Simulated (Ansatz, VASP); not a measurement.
Ba4Ti4SO11 in VASP and in Ansatz

```
CELL_PARAMETERS angstrom
-4.00600 4.00600 4.00600
4.00600 -4.00600 4.00600
4.00600 4.00600 -4.00600
ATOMIC_POSITIONS crystal
Ba 0.50000 0.50000 0.50000
Ba 0.00000 0.00000 0.50000
Ba 0.00000 0.50000 0.00000
Ba 0.50000 0.00000 0.00000
Ti 0.00000 0.00000 0.00000
Ti 0.50000 0.50000 0.00000
Ti 0.50000 0.00000 0.50000
Ti 0.00000 0.50000 0.50000
S 0.00000 0.25000 0.25000
O 0.50000 0.75000 0.25000
O 0.50000 0.25000 0.75000
O 0.00000 0.75000 0.75000
O 0.25000 0.00000 0.25000
O 0.75000 0.50000 0.25000
O 0.75000 0.00000 0.75000
O 0.25000 0.50000 0.75000
O 0.25000 0.25000 0.00000
O 0.75000 0.75000 0.00000
O 0.75000 0.25000 0.50000
O 0.25000 0.75000 0.50000
```

Alike in both runs: task electric field gradients; functional PBE; k mesh 3 × 3 × 3; occupations fermi-dirac, width 0.01 eV; no spin polarisation.

```csv
,VASP,Ansatz
version,VASP 6.6.1,Ansatz 0.2.0
potentials or method,"VASP PAW PBE potentials, release 64 (Ba_sv, Ti_sv, S, O)","plane-wave PAW, scalar-relativistic"
plane-wave cutoff (eV),520,420
valence electrons in the cell,160,160
```

Ansatz gave:

| Item | Value |
| --- | --- |
| gap on the k mesh at the Fermi level (eV) | 1.35 |
| pressure (GPa) | 13.3 |
| traceless stress, the component that is largest in VASP (GPa) | 10.90 |
| rms of the force components (eV/Å) | 1.479 |
| size of Vzz on the site where it differs most (V/Å²) | 44.5 |

Q: What did VASP give for the same quantities?

A: gap on the k mesh at the Fermi level (eV): 1.32; pressure (GPa): 15.2; traceless stress, the component that is largest in VASP (GPa): 10.60; rms of the force components (eV/Å): 1.474; size of Vzz on the site where it differs most (V/Å²): 51.8.

Atom by atom the forces differ by 0.023 eV/Å (rms over components).

Neither program's run includes spin-orbit coupling.
